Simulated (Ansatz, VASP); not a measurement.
## One calculation of Be2C, two programs

```
Be C
1.0
     0.00000    2.15534    2.15534
     2.15534    0.00000    2.15534
     2.15534    2.15534    0.00000
Be C
2 1
Direct
  0.25000 0.25000 0.25000
  0.75000 0.75000 0.75000
  0.00000 0.00000 0.00000
```

Alike in both runs: functional PBEsol; k mesh 8 × 8 × 8; no spin polarisation.

Ansatz relaxed the structure, and its values are those at the end. VASP's run is a single point on that final structure, the one shown.

|  | VASP | Ansatz |
| --- | --- | --- |
| version | VASP 6.6.1 | Ansatz 0.2.0 |
| potentials or method | VASP PAW PBE potentials, release 64 (Be, C) | plane waves, PAW |
| plane-wave cutoff (eV) | 600 | 420 |
| occupations | gaussian, width 0.01 eV | fixed |
| valence electrons in the cell | 8 | 8 |

VASP gave:

```
pressure (GPa) : 0.6
```

Estimate Ansatz's values.

pressure (GPa): 0.0.

VASP's potentials were made for PBE, not for PBEsol.
